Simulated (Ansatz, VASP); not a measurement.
**One calculation of Mo, two programs**

```xyz
4
Lattice="3.1607 0.0000 0.0000 0.0000 3.1607 0.0000 0.0000 0.0000 20.7411" Properties=species:S:1:pos:R:3 pbc="T T T"
Mo    0.7902    0.7902    8.1648
Mo    2.3705    2.3705    9.5095
Mo    0.7902    0.7902   11.2316
Mo    2.3705    2.3705   12.5763
```

Alike in both runs: functional PBE; k mesh 12 × 12 × 1; occupations fermi-dirac, width 0.08 eV; no spin polarisation.

Ansatz relaxed the structure, and its values are those at the end. VASP's run is a single point on that final structure, the one shown.

```csv
,VASP,Ansatz
version,VASP 6.6.1,Ansatz 0.2.0
potentials or method,"VASP PAW PBE potentials, release 64 (Mo_sv), cutoff 520 eV","all-electron LAPW, scalar-relativistic"
```

Ansatz gave:

```
rms of the force components (eV/Å) : 0.000
```

Estimate VASP's values.

rms of the force components (eV/Å): 0.018.

Ansatz ran all-electron here, and VASP with PAW potentials.
